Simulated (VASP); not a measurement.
Fe: single point with PBEsol

Fe:

```
Fe
1.0
    -1.39436    1.39436    1.39436
     1.39436   -1.39436    1.39436
     1.39436    1.39436   -1.39436
Fe
1
Cartesian
  0.0000 0.0000 0.0000
```

```
Program                : VASP 6.6.1
Task                   : single point
Functional             : PBEsol
Potentials or basis    : VASP PAW PBE potentials, release 64 (Fe)
Cutoff                 : 600 eV
k mesh                 : 10 × 10 × 10
Occupations            : gaussian, width 0.1 eV
Spin                   : collinear spin, ferromagnetic start
Starting moments       : [2.63] μB
Dipole correction      : no
Further INCAR settings : ALGO = Normal; EDIFF = 1e-06; NBANDS = 14
```

- Pressure: -0.2 GPa
- Net moment: 2.13 μB per cell
- Site moments: Fe +2.11 μB
- Valence electrons inside the program's atomic spheres: Fe 7.37

Levels at points of the mesh, in eV from the Fermi level:
Spin up:
| k point | band 3 | band 4 | band 5 | band 6 | band 7 | band 8 |
| --- | --- | --- | --- | --- | --- | --- |
| (0.00, 0.00, 0.00) | -2.48 | -2.48 | -1.11 | -1.11 | 25.32 | 25.32 |
| (0.50, 0.00, 0.00) | -1.06 | -0.90 | 0.36 | 0.42 | 7.68 | 18.62 |
| (0.50, 0.50, 0.50) | 0.13 | 0.13 | 0.13 | 10.11 | 10.11 | 10.11 |
Spin down:
```
           k point  band 1  band 2  band 3  band 4  band 5  band 6  band 7  band 8
(0.00, 0.00, 0.00)   -8.61   -0.61   -0.61   -0.61    1.47    1.47   25.23   25.23
(0.50, 0.00, 0.00)   -4.02   -1.97    0.57    1.35    1.75    2.60    9.05   18.76
(0.50, 0.50, 0.50)   -3.48   -3.48    2.28    2.28    2.28   10.46   10.46   10.46
```

Wall time 20 s on 1 thread of Intel Xeon 8259CL, on a shared host, peak memory 0.14 GiB.

Caveat: the PAW data sets were made with another functional, which shifts forces and pressure a little.
